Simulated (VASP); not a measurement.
Runs of VASP 6.6.1 on SiPb (CsCl type). The structure is that of space group Pm-3m (No. 221), or close to it. The cells are those of the table. 

```csv
spin,cell,gap on the mesh (eV),pressure (GPa)
off,"a = 3.148 Å, 2 atoms",none,(b)
off,"a = 3.482 Å, 2 atoms",none,6.2
"collinear, zero start","a = 2.743 Å, 2 atoms",none,307.2
off,"a = 3.267 Å, 2 atoms",none,(a)
off,"a = 2.879 Å, 2 atoms",none,181.1
```

Alike in all rows: task single point; level PBEsol; potentials or basis VASP PAW PBE potentials, release 64 (Pb_d, Si); k mesh 11 × 11 × 11; cutoff (eV) 520; smearing fermi-dirac 0.08 eV.

Q: Estimate the missing entries.

A: (a) 31.5; (b) 57.2.

Caveats: the PAW data sets were made with another functional, which shifts forces and pressure a little; spin-orbit coupling is left out, which moves the levels of the heavy elements.

A k mesh can miss the band edges, and the runs leave out spin-orbit coupling on Pb.

A gap of «none» marks levels without a gap at the run's occupations.
